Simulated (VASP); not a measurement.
# BN (F-43m) in VASP: notebook

BN is run at these levels: LDA, PBE, RPBE, revPBE; tasks: relaxation of cell and atoms.

Program: VASP 6.6.1. These are calculated values, not measurements. Logs are shortened: lines on timing, memory, paths and dates and some standing lists are left out, and cuts for length are marked.

### Step 1. The cell of the first run

Symmetry: F-43m, No. 216, cubic system. Conventional cell: a = 3.626 Å, b = 3.626 Å, c = 3.626 Å, α = 90.00°, β = 90.00°, γ = 90.00°. N (site symmetry -43m) has 4 B at 1.57 Å within 2.1 Å. B (site symmetry -43m) has 4 N at 1.57 Å within 2.1 Å.

### Step 2. Relaxation of cell and atoms, LDA

INCAR

```
SYSTEM = BN
  PREC = Accurate
  ENCUT = 600
  EDIFF = 1E-6
  ISMEAR = -1
  SIGMA = 0.05
  LREAL = .FALSE.
  LASPH = .TRUE.
  NELM = 80
  ALGO = Normal
  ISIF = 3
  LWAVE = .FALSE.
  LCHARG = .FALSE.
  GGA = CA
  IBRION = 2
  NSW = 60
  EDIFFG = -0.01
```

KPOINTS

```
regular mesh
0
G
  13 13 13
  0 0 0
```

POSCAR

```
BN
1.0
    0.0000000000      1.8130010000      1.8130010000
    1.8130010000      0.0000000000      1.8130010000
    1.8130010000      1.8130010000      0.0000000000
N B
1 1
Direct
    0.2500000000      0.2500000000      0.2500000000
    0.0000000000      0.0000000000      0.0000000000
```

Potentials or basis: VASP PAW LDA potentials, release 64 (N, B).

Run with:

```console
$ cat potpaw_LDA.64/N/POTCAR potpaw_LDA.64/B/POTCAR > POTCAR
$ mpirun -np 1 vasp_std > vasp.out
```

OUTCAR:

```text
SYSTEM = BN
   PREC = Accurate
   ENCUT = 600
   EDIFF = 1E-6
   ISMEAR = -1
   LREAL = .FALSE.
   LASPH = .TRUE.
   NELM = 80
   ISIF = 3
   GGA = CA
   IBRION = 2
   NSW = 60
   EDIFFG = -0.01

 ion  position               nearest neighbor table
   1  0.250  0.250  0.250-   2 1.57   2 1.57   2 1.57   2 1.57
   2  0.000  0.000  0.000-   1 1.57   1 1.57   1 1.57   1 1.57

  LATTYP: Found a face centered cubic cell.
 ALAT       =     3.6260020000

  Lattice vectors:

 A1 = (   0.0000000000,   1.8130010000,   1.8130010000)
 A2 = (   1.8130010000,   0.0000000000,   1.8130010000)
 A3 = (   1.8130010000,   1.8130010000,   0.0000000000)

Analysis of symmetry for initial positions (statically):
=====================================================================
 Subroutine PRICEL returns:
 Original cell was already a primitive cell.

 Routine SETGRP: Setting up the symmetry group for a
 face centered cubic supercell.

 Subroutine GETGRP returns: Found 24 space group operations
 (whereof 24 operations were pure point group operations)
 out of a pool of 48 trial point group operations.

The static configuration has the point symmetry T_d .

Analysis of symmetry for dynamics (positions and initial velocities):
=====================================================================
 Subroutine PRICEL returns:
 Original cell was already a primitive cell.

 Routine SETGRP: Setting up the symmetry group for a
 face centered cubic supercell.

 Subroutine GETGRP returns: Found 24 space group operations
 (whereof 24 operations were pure point group operations)
 out of a pool of 48 trial point group operations.

The dynamic configuration has the point symmetry T_d .

 Subroutine INISYM returns: Found 24 space group operations
 (whereof 24 operations are pure point group operations),
 and found     1 'primitive' translations

----------------------------------------------------------------------------------------

                                     Primitive cell

  volume of cell :      11.9186

  direct lattice vectors                    reciprocal lattice vectors
     0.000000000  1.813001000  1.813001000    -0.275785838  0.275785838  0.275785838
     1.813001000  0.000000000  1.813001000     0.275785838 -0.275785838  0.275785838
     1.813001000  1.813001000  0.000000000     0.275785838  0.275785838 -0.275785838

  length of vectors
     2.563970603  2.563970603  2.563970603     0.477675083  0.477675083  0.477675083

  position of ions in fractional coordinates (direct lattice)
     0.250000000  0.250000000  0.250000000
     0.000000000  0.000000000  0.000000000

  ion indices of the primitive-cell ions
   primitive index   ion index
                 1           1
                 2           2

----------------------------------------------------------------------------------------

 KPOINTS: regular mesh

Automatic generation of k-mesh.
 Grid dimensions read from file:
 generate k-points for:   13   13   13

 Generating k-lattice:

  Cartesian coordinates                     Fractional coordinates (reciprocal lattice)
    -0.021214295  0.021214295  0.021214295     0.076923077  0.000000000  0.000000000
     0.021214295 -0.021214295  0.021214295     0.000000000  0.076923077  0.000000000
     0.021214295  0.021214295 -0.021214295     0.000000000  0.000000000  0.076923077

  Length of vectors
     0.036744237  0.036744237  0.036744237

  Shift w.r.t. Gamma in fractional coordinates (k-lattice)
     0.000000000  0.000000000  0.000000000

 Subroutine IBZKPT returns following result:
 ===========================================

 Found     84 irreducible k-points:

 Following reciprocal coordinates:
            Coordinates               Weight
  0.000000  0.000000  0.000000      1.000000
  0.076923  0.000000  0.000000      8.000000
  0.153846  0.000000  0.000000      8.000000
  0.230769  0.000000  0.000000      8.000000
  0.307692  0.000000  0.000000      8.000000
  0.384615  0.000000  0.000000      8.000000
[... 16 lines left out ...]
  0.384615  0.153846  0.000000     24.000000
  0.461538  0.153846  0.000000     24.000000
 [... further k-points ...]
   k-points           NKPTS =     84   k-points in BZ     NKDIM =     84   number of bands    NBANDS=      8
   number of dos      NEDOS =    301   number of ions     NIONS =      2
   total plane-waves  NPLWV =   8000
   dimension x,y,z NGX =    20 NGY =   20 NGZ =   20
   dimension x,y,z NGXF=    40 NGYF=   40 NGZF=   40
   ions per type =               1   1
   NGX,Y,Z   is equivalent  to a cutoff of  12.97, 12.97, 12.97 a.u.
   NGXF,Y,Z  is equivalent  to a cutoff of  25.94, 25.94, 25.94 a.u.
 SYSTEM =  BN
   PREC   = accura    normal or accurate (medium, high low for compatibility)
   ISTART =      0    job   : 0-new  1-cont  2-samecut
   ICHARG =      2    charge: 1-file 2-atom 10-const
   ISPIN  =      1    spin polarized calculation?
   LNONCOLLINEAR =      F non collinear calculations
   LSORBIT =      F    spin-orbit coupling
   LASPH  =      T    aspherical Exc in radial PAW
   ENCUT  =  600.0 eV  44.10 Ry    6.64 a.u.   5.12  5.12  5.12*2*pi/ulx,y,z
   NELM   =     80;   NELMIN=  2; NELMDL= -5     # of ELM steps
   EDIFF  = 0.1E-05   stopping-criterion for ELM
   LREAL  =      F    real-space projection
   EDIFFG = -.1E-01   stopping-criterion for IOM
   NSW    =     60    number of steps for IOM
   IBRION =      2    ionic relax: 0-MD 1-quasi-New 2-CG
   NFREE  =      1    steps in history (QN), initial steepest desc. (CG)
   ISIF   =      3    stress and relaxation
   ISYM   =      2    0-nonsym 1-usesym 2-fastsym
   POTIM  = 0.5000    time-step for ionic-motion
   TEBEG  =    0.0;   TEEND  =   0.0 temperature during run
   PSTRESS=    0.0 pullay stress
   NELECT =       8.0000    total number of electrons
   NUPDOWN=      -1.0000    fix difference up-down
   EMIN   =  10.00;   EMAX   =-10.00  energy-range for DOS
   EFERMI =   0.00;   METHOD = LEGACY
   ISMEAR =    -1;   SIGMA  =   0.05  broadening in eV -4-tet -1-fermi 0-gaus
   EFERMI_NEDOS =   21; number of points for ismear=-14 and -15
   IALGO  =     38    algorithm
   IMIX   =      4    mixing-type and parameters
     AMIX     =   0.40;   BMIX     =  1.00
     AMIX_MAG =   1.60;   BMIX_MAG =  1.00
  volume/ion in A,a.u.               =       5.96        40.22
  Fermi-wavevector in a.u.,A,eV,Ry     =   1.433387  2.708709 27.954506  2.054598
  Thomas-Fermi vector in A             =   2.552911
   LORBIT       =      0    0 simple, 1 ext, 2 COOP (PROOUT), +10 PAW based schemes
   GGA     = CA    functional components
   LHFCALC =     F    Hartree Fock is set to
   AEXX    =    0.0000 exact exchange contribution
   IVDW    =     0    specifies the selected vdW correction
   LEPSILON=     F    determine dielectric tensor
   LRPA    =     F    only Hartree local field effects (RPA)
 conjugate gradient relaxation of ions
 non-spin polarized calculation
  energy-cutoff  :      600.00
  volume of cell :       11.92
 maximum number of plane-waves:       411
   NGX = 11   NGY = 11   NGZ = 11

--------------------------------------- Ionic step        1  -------------------------------------------

 number of electron       8.0000000 magnetization

 Free energy of the ion-electron system (eV)
  ---------------------------------------------------
  ext. energy  EPLUGINS =         0.00000000
  ---------------------------------------------------
  free energy    TOTEN  =       -19.39910943 eV

  energy without entropy =      -19.39910943  energy(sigma->0) =      -19.39910943

------------------------ aborting loop because EDIFF is reached ----------------------------------------

  FORCE on cell =-STRESS in cart. coord.  units (eV):
  Direction    XX          YY          ZZ          XY          YZ          ZX
  --------------------------------------------------------------------------------------
  -------------------------------------------------------------------------------------
  Total       -1.0085945     -1.0085945     -1.0085945     -0.0000000     -0.0000000     -0.0000000
  in kB     -135.5823110   -135.5823110   -135.5823110     -0.0000000     -0.0000000     -0.0000000
  external PRESSURE =    -135.5823110 kB  Pullay stress =       0.0000000 kB
[... 57 lines left out ...]
  energy  without entropy=      -19.3966346693  energy(sigma->0) =      -19.39663467

--------------------------------------- Ionic step        3  -------------------------------------------

 number of electron       7.9999999 magnetization

 Free energy of the ion-electron system (eV)
  ---------------------------------------------------
  ext. energy  EPLUGINS =         0.00000000
  ---------------------------------------------------
  free energy    TOTEN  =       -19.41758411 eV

  energy without entropy =      -19.41758411  energy(sigma->0) =      -19.41758411

 E-fermi :   8.6366     XC(G=0): -13.2342

 val. band max:        7.7271818780   @ k =   0.0000   0.0000   0.0000
 cond. band min:      12.1796883535   @ k =   0.4615   0.4615   0.0000
 fundamental gap:      4.4525064754
 Fermi energy:         8.6366492115

 k-point     1 :       0.0000    0.0000    0.0000
  band No.  band energies     occupation
      1     -12.6487      2.00000
      2       7.7272      2.00000
      3       7.7272      2.00000
      4       7.7272      2.00000
      5      16.5370      0.00000
      6      16.5370      0.00000
      7      16.5370      0.00000
      8      18.6067      0.00000
[... 243 lines left out ...]
 k-point    24 :       0.4615    0.1538    0.0000
  band No.  band energies     occupation
      1      -8.5182      2.00000
      2      -1.7396      2.00000
      3       4.4047      2.00000
      4       4.8054      2.00000
      5      16.6438      0.00000
      6      20.1401      0.00000
      7      20.3104      0.00000
      8      22.5620      0.00000

 [... further k-points ...]

------------------------ aborting loop because EDIFF is reached ----------------------------------------

  FORCE on cell =-STRESS in cart. coord.  units (eV):
  Direction    XX          YY          ZZ          XY          YZ          ZX
  --------------------------------------------------------------------------------------
  -------------------------------------------------------------------------------------
  Total       -0.0073054     -0.0073054     -0.0073054     -0.0000000     -0.0000000      0.0000000
  in kB       -1.0179844     -1.0179844     -1.0179844     -0.0000000     -0.0000000      0.0000000
  external PRESSURE =      -1.0179844 kB  Pullay stress =       0.0000000 kB
[... 17 lines left out ...]
  FREE ENERGIE OF THE ION-ELECTRON SYSTEM (eV)
  ---------------------------------------------------
  free  energy   TOTEN  =       -19.4175841143 eV

  energy  without entropy=      -19.4175841142  energy(sigma->0) =      -19.41758411

 reached required accuracy - stopping structural energy minimisation
```

It took 6.1 s on 1 thread of Intel Xeon 6975P-C (Granite Rapids), shared host; peak memory 0.12 GiB.

What came out:

```yaml
Free_energy: -19.4176 eV
Relaxed_volume: 5.75 Å³/atom
Relaxed_cell: a = 2.533 Å, b = 2.533 Å, c = 2.533 Å, α = 60.00°, β = 60.00°, γ = 60.00°
Space_group_after_relaxing_to_0.05_Å: F-43m (No. 216)
Energy_gained_by_relaxing: 9.2 meV/atom
Ionic_steps: 3
Pressure_after_relaxing: -0.1 GPa
Band_gap_on_the_k_mesh: 4.45 eV, indirect (least direct gap 8.81 eV)
```

The path:
```
step  energy change (eV)  largest force (eV/Å)  pressure (GPa)  volume (Å³)
   1              0.0000                0.0000          -13.56        11.92
   2              0.0025                0.0000           16.24        11.07
   3             -0.0185                0.0000           -0.10        11.50
```

Final structure:
```
N B
1.0
     0.00000    1.79141    1.79141
     1.79141    0.00000    1.79141
     1.79141    1.79141    0.00000
N B
1 1
Direct
  0.25000 0.25000 0.25000
  0.00000 0.00000 0.00000
```

A k mesh can miss the band edges.

### Step 3. Relaxation of cell and atoms, PBE

INCAR

```
ALGO = Normal
EDIFF = 1E-7
EDIFFG = -0.01
ENCUT = 600
GGA = PE
IBRION = 2
ISIF = 3
ISMEAR = -1
LASPH = T
LCHARG = F
LREAL = F
LWAVE = F
NELM = 100
NSW = 60
PREC = Accurate
SIGMA = 0.05
```

KPOINTS

```
k-points
0
Gamma
  13 13 13
```

POSCAR is that of step 2.

Potentials or basis: VASP PAW PBE potentials, release 64 (N, B).

Run with:

```console
$ cat potpaw_PBE.64/N/POTCAR potpaw_PBE.64/B/POTCAR > POTCAR
$ mpirun -np 1 vasp_std > vasp.out
```

It took 6.7 s on 1 thread of Intel Xeon 6975P-C (Granite Rapids), shared host; peak memory 0.12 GiB.

Results (log left out):

```
Free energy                            : -17.4546 eV
Relaxed volume                         : 5.95 Å³/atom
Relaxed cell                           : a = 2.563 Å, b = 2.563 Å, c = 2.563 Å, α = 60.00°, β = 60.00°, γ = 60.00°
Space group after relaxing (to 0.05 Å) : F-43m (No. 216)
Energy gained by relaxing              : 0.0 meV/atom
Ionic steps                            : 3
Pressure after relaxing                : 0.0 GPa
Band gap on the k mesh                 : 4.52 eV, indirect (least direct gap 8.78 eV)
```

Final structure:
```xyz
2
Lattice="0.0000 1.8123 1.8123 1.8123 0.0000 1.8123 1.8123 1.8123 0.0000" Properties=species:S:1:pos:R:3 pbc="T T T"
N     0.9061    0.9061    0.9061
B     0.0000    0.0000    0.0000
```

Levels at points of the mesh, in eV from the valence-band top:
```
           k point  band 2  band 3  band 4  band 5  band 6  band 7
(0.00, 0.00, 0.00)    0.00    0.00    0.00    8.78    8.78    8.78
```

### Step 4. Relaxation of cell and atoms, RPBE

INCAR

```
SYSTEM = BN
PREC = Accurate ; ENCUT = 600
EDIFF = 1E-7 ; ISMEAR = -1
SIGMA = 0.05 ; LREAL = .False.
LASPH = .True. ; NELM = 100
ALGO = Normal ; ISIF = 3
LWAVE = .False. ; LCHARG = .False.
GGA = RP ; IBRION = 2
NSW = 60 ; EDIFFG = -0.01
```

KPOINTS

```
regular mesh
0
Gamma
  13 13 13
  0 0 0
```

POSCAR is that of step 3.

Potentials or basis: VASP PAW PBE potentials, release 64 (N, B).

Run with:

```console
$ cat potpaw_PBE.64/N/POTCAR potpaw_PBE.64/B/POTCAR > POTCAR
$ mpirun -np 1 vasp_std > vasp.out
```

OUTCAR:

```text
SYSTEM = BN
   PREC = Accurate
   ENCUT = 600
   EDIFF = 1E-7
   ISMEAR = -1
   LREAL = .False.
   LASPH = .True.
   NELM = 100
   ISIF = 3
   GGA = RP
   IBRION = 2
   NSW = 60
   EDIFFG = -0.01

 ion  position               nearest neighbor table
   1  0.250  0.250  0.250-   2 1.57   2 1.57   2 1.57   2 1.57
   2  0.000  0.000  0.000-   1 1.57   1 1.57   1 1.57   1 1.57

  LATTYP: Found a face centered cubic cell.
 ALAT       =     3.6260020000

  Lattice vectors:

 A1 = (   0.0000000000,   1.8130010000,   1.8130010000)
 A2 = (   1.8130010000,   0.0000000000,   1.8130010000)
 A3 = (   1.8130010000,   1.8130010000,   0.0000000000)

Analysis of symmetry for initial positions (statically):
=====================================================================
 Subroutine PRICEL returns:
[... 257 lines left out ...]
 fundamental gap:      4.5380833303
 Fermi energy:         8.1762637549

 k-point     1 :       0.0000    0.0000    0.0000
  band No.  band energies     occupation
      1     -12.8027      2.00000
      2       7.2271      2.00000
      3       7.2271      2.00000
      4       7.2271      2.00000
      5      15.9887      0.00000
      6      15.9887      0.00000
      7      15.9887      0.00000
      8      17.1873      0.00000
[... 243 lines left out ...]
 k-point    24 :       0.4615    0.1538    0.0000
  band No.  band energies     occupation
      1      -8.9348      2.00000
      2      -1.8780      2.00000
      3       4.0163      2.00000
      4       4.4670      2.00000
      5      16.0402      0.00000
      6      19.0972      0.00000
      7      19.6217      0.00000
      8      21.7132      0.00000

 [... further k-points ...]

------------------------ aborting loop because EDIFF is reached ----------------------------------------

  FORCE on cell =-STRESS in cart. coord.  units (eV):
  Direction    XX          YY          ZZ          XY          YZ          ZX
  --------------------------------------------------------------------------------------
  -------------------------------------------------------------------------------------
  Total       -0.0000580     -0.0000580     -0.0000580      0.0000000      0.0000000     -0.0000000
  in kB       -0.0076840     -0.0076840     -0.0076840      0.0000000      0.0000000     -0.0000000
  external PRESSURE =      -0.0076840 kB  Pullay stress =       0.0000000 kB
[... 17 lines left out ...]
  FREE ENERGIE OF THE ION-ELECTRON SYSTEM (eV)
  ---------------------------------------------------
  free  energy   TOTEN  =       -16.6297198261 eV

  energy  without entropy=      -16.6297198260  energy(sigma->0) =      -16.62971983

 reached required accuracy - stopping structural energy minimisation
```

It took 7.8 s on 1 thread of Intel Xeon 6975P-C (Granite Rapids), shared host; peak memory 0.12 GiB.

Results:

- Free energy: -16.6297 eV
- Relaxed volume: 6.05 Å³/atom
- Relaxed cell: a = 2.577 Å, b = 2.577 Å, c = 2.577 Å, α = 60.00°, β = 60.00°, γ = 60.00°
- Space group after relaxing (to 0.05 Å): F-43m (No. 216)
- Energy gained by relaxing: 1.5 meV/atom
- Ionic steps: 3
- Pressure after relaxing: 0.0 GPa
- Band gap on the k mesh: 4.54 eV, indirect (least direct gap 8.76 eV)

The path:
```tsv
step	energy change (eV)	largest force (eV/Å)	pressure (GPa)	volume (Å³)
1	0.0000	0.0000	5.43	11.92
2	-0.0001	0.0000	-5.05	12.27
3	-0.0029	0.0000	0.00	12.09
```

Final structure:
```
N B
1.0
     0.00000    1.82190    1.82190
     1.82190    0.00000    1.82190
     1.82190    1.82190    0.00000
N B
1 1
Direct
  0.25000 0.25000 0.25000
  0.00000 0.00000 0.00000
```

Caveat: the PAW data sets were made with another functional, which shifts forces and pressure a little. Expect the measured gap to be larger: semilocal functionals such as RPBE lack the derivative discontinuity.

### Step 5. Relaxation of cell and atoms, revPBE

INCAR

```
SYSTEM = BN
ALGO = Normal
EDIFF = 1E-7
EDIFFG = -0.01
ENCUT = 600
GGA = RE
IBRION = 2
ISIF = 3
ISMEAR = -1
LASPH = .TRUE.
LCHARG = .FALSE.
LREAL = .FALSE.
LWAVE = .FALSE.
NELM = 60
NSW = 60
PREC = Accurate
SIGMA = 0.05
```

KPOINTS

```
k-points
0
G
  13 13 13
  0 0 0
```

POSCAR is that of step 4.

Run with:

```console
$ cat potpaw_PBE.64/N/POTCAR potpaw_PBE.64/B/POTCAR > POTCAR
$ mpirun -np 1 vasp_std > vasp.out
```

It took 7.6 s on 1 thread of Intel Xeon 6975P-C (Granite Rapids), shared host; peak memory 0.12 GiB.

Results (log left out):

```
Free energy                            : -16.7763 eV
Relaxed volume                         : 6.02 Å³/atom
Relaxed cell                           : a = 2.573 Å, b = 2.573 Å, c = 2.573 Å, α = 60.00°, β = 60.00°, γ = 60.00°
Space group after relaxing (to 0.05 Å) : F-43m (No. 216)
Energy gained by relaxing              : 0.8 meV/atom
Ionic steps                            : 3
Pressure after relaxing                : 0.0 GPa
Band gap on the k mesh                 : 4.53 eV, indirect (least direct gap 8.77 eV)
```

The path:
```csv
step,energy change (eV),largest force (eV/Å),pressure (GPa),volume (Å³)
1,0.0000,0.0000,4.04,11.92
2,-0.0001,0.0000,-3.83,12.18
3,-0.0016,0.0000,0.00,12.05
```

Final structure:
```xyz
2
Lattice="0.0000 1.8196 1.8196 1.8196 0.0000 1.8196 1.8196 1.8196 0.0000" Properties=species:S:1:pos:R:3 pbc="T T T"
N     0.9098    0.9098    0.9098
B     0.0000    0.0000    0.0000
```

Levels at points of the mesh, in eV from the valence-band top:
```csv
k point,band 2,band 3,band 4,band 5,band 6,band 7
"(0.00, 0.00, 0.00)",0.00,0.00,0.00,8.77,8.77,8.77
```

Caveat: the PAW data sets were made with another functional, which shifts forces and pressure a little. A k mesh can miss the band edges.

### Step 6. Overview

| level | potentials or basis | gap on the mesh (eV) | pressure (GPa) | relaxed volume (Å³/atom) |
| --- | --- | --- | --- | --- |
| LDA | VASP PAW LDA potentials, release 64 (N, B) | 4.45 | -0.1 | 5.75 |
| PBE | VASP PAW PBE potentials, release 64 (N, B) | 4.52 | 0.0 | 5.95 |
| RPBE | VASP PAW PBE potentials, release 64 (N, B) | 4.54 | 0.0 | 6.05 |
| revPBE | VASP PAW PBE potentials, release 64 (N, B) | 4.53 | 0.0 | 6.02 |

Alike in all rows: task relaxation of cell and atoms; no spin polarisation; cell relaxed; k mesh 13 × 13 × 13; cutoff (eV) 600; smearing fermi-dirac 0.05 eV.

Caveats: the PAW data sets were made with another functional, which shifts forces and pressure a little (some runs).

Total energies depend on the potentials used, so only differences within one code and one set of settings carry meaning.
